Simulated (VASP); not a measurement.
# BAs (F-43m) in VASP: single point with PBE

Aim: the single point of BAs with PBE.

Everything below comes from runs of VASP 6.6.1. Logs are shortened: lines on timing, memory, paths and dates and some standing lists are left out, and cuts for length are marked.

## 1. The cell of the first run

Symmetry: F-43m, No. 216, cubic system. The conventional cell has a = 4.679 Å, b = 4.679 Å, c = 4.679 Å, α = 90.00°, β = 90.00°, γ = 90.00°. B (site symmetry -43m) has 4 As at 2.03 Å within 2.7 Å. Within 2.7 Å of As (site symmetry -43m) lie 4 B at 2.03 Å.

## 2. Single point, PBE

INCAR reads:

```
ALGO = Normal
EDIFF = 1E-6
ENCUT = 520
GGA = PE
ISIF = 2
ISMEAR = 0
LASPH = T
LCHARG = F
LREAL = F
LWAVE = F
NBANDS = 11
NELM = 100
PREC = Accurate
SIGMA = 0.01
```

KPOINTS reads:

```
k-points
0
Gamma
  8 8 8
```

POSCAR reads:

```
BAs
1.0
    0.0000000000      2.3397414207      2.3397414207
    2.3397414207      0.0000000000      2.3397414207
    2.3397414207      2.3397414207      0.0000000000
B As
1 1
Direct
    0.0000000000      0.0000000000      0.0000000000
    0.2500000000      0.2500000000      0.2500000000
```

Potentials or basis: VASP PAW PBE potentials, release 64 (B, As).

On the command line:

```
cat potpaw_PBE.64/B/POTCAR potpaw_PBE.64/As/POTCAR > POTCAR
mpirun -np 1 vasp_std > vasp.out
```

OUTCAR:

```text
EDIFF = 1E-6
   ENCUT = 520
   GGA = PE
   ISIF = 2
   ISMEAR = 0
   LASPH = T
   LREAL = F
   NELM = 100
   PREC = Accurate

 ion  position               nearest neighbor table
   1  0.000  0.000  0.000-   2 2.03   2 2.03   2 2.03   2 2.03
   2  0.250  0.250  0.250-   1 2.03   1 2.03   1 2.03   1 2.03

  LATTYP: Found a face centered cubic cell.
 ALAT       =     4.6794828414

  Lattice vectors:

 A1 = (   0.0000000000,   2.3397414207,   2.3397414207)
 A2 = (   2.3397414207,   0.0000000000,   2.3397414207)
 A3 = (   2.3397414207,   2.3397414207,   0.0000000000)

Analysis of symmetry for initial positions (statically):
=====================================================================
 Subroutine PRICEL returns:
 Original cell was already a primitive cell.

 Routine SETGRP: Setting up the symmetry group for a
 face centered cubic supercell.

 Subroutine GETGRP returns: Found 24 space group operations
 (whereof 24 operations were pure point group operations)
 out of a pool of 48 trial point group operations.

The static configuration has the point symmetry T_d .

Analysis of symmetry for dynamics (positions and initial velocities):
=====================================================================
 Subroutine PRICEL returns:
 Original cell was already a primitive cell.

 Routine SETGRP: Setting up the symmetry group for a
 face centered cubic supercell.

 Subroutine GETGRP returns: Found 24 space group operations
 (whereof 24 operations were pure point group operations)
 out of a pool of 48 trial point group operations.

The dynamic configuration has the point symmetry T_d .

 Subroutine INISYM returns: Found 24 space group operations
 (whereof 24 operations are pure point group operations),
 and found     1 'primitive' translations

----------------------------------------------------------------------------------------

                                     Primitive cell

  volume of cell :      25.6173

  direct lattice vectors                    reciprocal lattice vectors
     0.000000000  2.339741421  2.339741421    -0.213698828  0.213698828  0.213698828
     2.339741421  0.000000000  2.339741421     0.213698828 -0.213698828  0.213698828
     2.339741421  2.339741421  0.000000000     0.213698828  0.213698828 -0.213698828

  length of vectors
     3.308894050  3.308894050  3.308894050     0.370137228  0.370137228  0.370137228

  position of ions in fractional coordinates (direct lattice)
     0.000000000  0.000000000  0.000000000
     0.250000000  0.250000000  0.250000000

  ion indices of the primitive-cell ions
   primitive index   ion index
                 1           1
                 2           2

----------------------------------------------------------------------------------------

 KPOINTS: k-points

Automatic generation of k-mesh.
 Grid dimensions read from file:
 generate k-points for:    8    8    8

 Generating k-lattice:

  Cartesian coordinates                     Fractional coordinates (reciprocal lattice)
    -0.026712354  0.026712354  0.026712354     0.125000000  0.000000000  0.000000000
     0.026712354 -0.026712354  0.026712354     0.000000000  0.125000000  0.000000000
     0.026712354  0.026712354 -0.026712354     0.000000000  0.000000000  0.125000000

  Length of vectors
     0.046267154  0.046267154  0.046267154

  Shift w.r.t. Gamma in fractional coordinates (k-lattice)
     0.000000000  0.000000000  0.000000000

 Subroutine IBZKPT returns following result:
 ===========================================

 Found     29 irreducible k-points:

 Following reciprocal coordinates:
            Coordinates               Weight
  0.000000  0.000000  0.000000      1.000000
  0.125000  0.000000  0.000000      8.000000
  0.250000  0.000000  0.000000      8.000000
  0.375000  0.000000  0.000000      8.000000
  0.500000  0.000000  0.000000      4.000000
  0.125000  0.125000  0.000000      6.000000
[... 16 lines left out ...]
  0.500000  0.250000  0.125000     48.000000
 -0.375000  0.250000  0.125000     24.000000
 [... further k-points ...]
   k-points           NKPTS =     29   k-points in BZ     NKDIM =     29   number of bands    NBANDS=     11
   number of dos      NEDOS =    301   number of ions     NIONS =      2
   total plane-waves  NPLWV =  21952
   dimension x,y,z NGX =    28 NGY =   28 NGZ =   28
   dimension x,y,z NGXF=    56 NGYF=   56 NGZF=   56
   ions per type =               1   1
   NGX,Y,Z   is equivalent  to a cutoff of  14.07, 14.07, 14.07 a.u.
   NGXF,Y,Z  is equivalent  to a cutoff of  28.14, 28.14, 28.14 a.u.
 SYSTEM =  unknown system
   PREC   = accura    normal or accurate (medium, high low for compatibility)
   ISTART =      0    job   : 0-new  1-cont  2-samecut
   ICHARG =      2    charge: 1-file 2-atom 10-const
   ISPIN  =      1    spin polarized calculation?
   LNONCOLLINEAR =      F non collinear calculations
   LSORBIT =      F    spin-orbit coupling
   LASPH  =      T    aspherical Exc in radial PAW
   ENCUT  =  520.0 eV  38.22 Ry    6.18 a.u.   6.15  6.15  6.15*2*pi/ulx,y,z
   NELM   =    100;   NELMIN=  2; NELMDL= -5     # of ELM steps
   EDIFF  = 0.1E-05   stopping-criterion for ELM
   LREAL  =      F    real-space projection
   EDIFFG = 0.1E-04   stopping-criterion for IOM
   NSW    =      0    number of steps for IOM
   IBRION =     -1    ionic relax: 0-MD 1-quasi-New 2-CG
   NFREE  =      0    steps in history (QN), initial steepest desc. (CG)
   ISIF   =      2    stress and relaxation
   ISYM   =      2    0-nonsym 1-usesym 2-fastsym
   POTIM  = 0.5000    time-step for ionic-motion
   TEBEG  =    0.0;   TEEND  =   0.0 temperature during run
   PSTRESS=    0.0 pullay stress
   NELECT =       8.0000    total number of electrons
   NUPDOWN=      -1.0000    fix difference up-down
   EMIN   =  10.00;   EMAX   =-10.00  energy-range for DOS
   EFERMI =   0.00;   METHOD = LEGACY
   ISMEAR =     0;   SIGMA  =   0.01  broadening in eV -4-tet -1-fermi 0-gaus
   EFERMI_NEDOS =   21; number of points for ismear=-14 and -15
   IALGO  =     38    algorithm
   IMIX   =      4    mixing-type and parameters
     AMIX     =   0.40;   BMIX     =  1.00
     AMIX_MAG =   1.60;   BMIX_MAG =  1.00
  volume/ion in A,a.u.               =      12.81        86.44
  Fermi-wavevector in a.u.,A,eV,Ry     =   1.110692  2.098903 16.784646  1.233637
  Thomas-Fermi vector in A             =   2.247246
   LORBIT       =      0    0 simple, 1 ext, 2 COOP (PROOUT), +10 PAW based schemes
   GGA     = PE    functional components
   LHFCALC =     F    Hartree Fock is set to
   AEXX    =    0.0000 exact exchange contribution
   IVDW    =     0    specifies the selected vdW correction
   LEPSILON=     F    determine dielectric tensor
   LRPA    =     F    only Hartree local field effects (RPA)
 non-spin polarized calculation
 Gauss-broadening in eV      SIGMA  =   0.01
  energy-cutoff  :      520.00
  volume of cell :       25.62
 maximum number of plane-waves:       701
 NGX is ok and might be reduce to    28
   NGX = 13   NGY = 13   NGZ = 13

 number of electron       8.0000000 magnetization

 Free energy of the ion-electron system (eV)
  ---------------------------------------------------
  ext. energy  EPLUGINS =         0.00000000
  ---------------------------------------------------
  free energy    TOTEN  =       -11.31926848 eV

  energy without entropy =      -11.31926848  energy(sigma->0) =      -11.31926848

 E-fermi :   6.9152     XC(G=0): -10.8539

 val. band max:        6.8283460724   @ k =   0.0000   0.0000   0.0000
 cond. band min:       7.9553657196   @ k =   0.3750   0.3750   0.0000
 fundamental gap:      1.1270196471
 Fermi energy:         6.9151581812

 k-point     1 :       0.0000    0.0000    0.0000
  band No.  band energies     occupation
      1      -9.1540      2.00000
      2       6.8283      2.00000
      3       6.8283      2.00000
      4       6.8283      2.00000
      5      10.1853      0.00000
      6      10.1853      0.00000
      7      10.1853      0.00000
      8      12.3157      0.00000
      9      16.7247      0.00000
     10      20.0336      0.00000
     11      20.0336      0.00000

 k-point     2 :       0.1250    0.0000    0.0000
  band No.  band energies     occupation
      1      -8.8831      2.00000
      2       4.7994      2.00000
      3       6.3587      2.00000
      4       6.3587      2.00000
      5      10.4583      0.00000
      6      10.8000      0.00000
      7      10.8000      0.00000
      8      13.4164      0.00000
      9      17.7407      0.00000
     10      18.6031      0.00000
     11      18.6031      0.00000

 k-point     3 :       0.2500    0.0000    0.0000
  band No.  band energies     occupation
      1      -8.0912      2.00000
      2       1.6846      2.00000
      3       5.6058      2.00000
      4       5.6058      2.00000
      5      10.2239      0.00000
      6      11.6190      0.00000
      7      11.6190      0.00000
      8      15.1587      0.00000
      9      18.2205      0.00000
     10      18.2205      0.00000
     11      18.4749      0.00000

 k-point     4 :       0.3750    0.0000    0.0000
  band No.  band energies     occupation
      1      -6.9001      2.00000
      2      -1.0492      2.00000
      3       5.0803      2.00000
      4       5.0803      2.00000
      5       9.9801      0.00000
      6      11.7521      0.00000
      7      11.7521      0.00000
      8      15.8378      0.00000
      9      19.1215      0.00000
     10      19.8116      0.00000
     11      19.8116      0.00000
[... 239 lines left out ...]
 k-point    22 :       0.3750    0.2500    0.1250
  band No.  band energies     occupation
      1      -7.3975      2.00000
      2       1.4896      2.00000
      3       2.8644      2.00000
      4       4.6886      2.00000
      5      10.1226      0.00000
      6      12.4140      0.00000
      7      12.8445      0.00000
      8      14.3431      0.00000
      9      17.9101      0.00000
     10      20.5604      0.00000
     11      21.6655      0.00000

 k-point    23 :       0.5000    0.2500    0.1250
  band No.  band energies     occupation
      1      -6.2437      2.00000
      2      -0.6273      2.00000
      3       2.1411      2.00000
      4       3.9106      2.00000
      5      10.7713      0.00000
      6      12.1012      0.00000
      7      13.6032      0.00000
      8      15.2348      0.00000
      9      18.5883      0.00000
     10      20.6256      0.00000
     11      22.8991      0.00000

 k-point    24 :      -0.3750    0.2500    0.1250
  band No.  band energies     occupation
      1      -5.4353      2.00000
      2      -1.8688      2.00000
      3       2.0325      2.00000
      4       3.5431      2.00000
      5      10.8849      0.00000
      6      11.7753      0.00000
      7      14.6346      0.00000
      8      16.2304      0.00000
      9      17.4666      0.00000
     10      21.4233      0.00000
     11      22.5289      0.00000

 [... further k-points ...]

------------------------ aborting loop because EDIFF is reached ----------------------------------------

  FORCE on cell =-STRESS in cart. coord.  units (eV):
  Direction    XX          YY          ZZ          XY          YZ          ZX
  --------------------------------------------------------------------------------------
  -------------------------------------------------------------------------------------
  Total        2.1831448      2.1831448      2.1831448     -0.0000000     -0.0000000      0.0000000
  in kB      136.5398889    136.5398889    136.5398889     -0.0000000     -0.0000000      0.0000000
  external PRESSURE =     136.5398889 kB  Pullay stress =       0.0000000 kB

 VOLUME and BASIS-vectors are now :
 -----------------------------------------------------------------------------
  energy-cutoff  :      520.00
  volume of cell :       25.62
      direct lattice vectors                 reciprocal lattice vectors
     0.000000000  2.339741421  2.339741421    -0.213698828  0.213698828  0.213698828
     2.339741421  0.000000000  2.339741421     0.213698828 -0.213698828  0.213698828
     2.339741421  2.339741421  0.000000000     0.213698828  0.213698828 -0.213698828

 POSITION                                       TOTAL-FORCE (eV/Angst)
 -----------------------------------------------------------------------------------
      0.00000      0.00000      0.00000        -0.000000      0.000000     -0.000000
      1.16987      1.16987      1.16987         0.000000     -0.000000      0.000000
 -----------------------------------------------------------------------------------
    total drift:                               -0.000000     -0.000000     -0.000000

  FREE ENERGIE OF THE ION-ELECTRON SYSTEM (eV)
  ---------------------------------------------------
  free  energy   TOTEN  =       -11.3192684823 eV

  energy  without entropy=      -11.3192684823  energy(sigma->0) =      -11.31926848
```

It took 20 s on 1 thread of AMD EPYC 7R13, shared host; peak memory 0.13 GiB.

What came out:

* Free energy: -11.3193 eV
* Pressure: 13.7 GPa
* Band gap on the k mesh: 1.13 eV, indirect (least direct gap 3.36 eV)

Levels at points of the mesh, in eV from the valence-band top:
```
           k point  band 1  band 2  band 3  band 4  band 5  band 6  band 7  band 8
(0.00, 0.00, 0.00)  -15.98    0.00    0.00    0.00    3.36    3.36    3.36    5.49
(0.50, 0.00, 0.00)  -12.88   -9.26   -1.93   -1.93    3.07    4.85    4.85    8.98
(0.50, 0.50, 0.00)  -11.46   -8.89   -4.35   -4.35    1.34    1.38   11.97   11.97
```

A k mesh can miss the band edges. A hybrid or GW would open this gap; PBE tends to underestimate it.
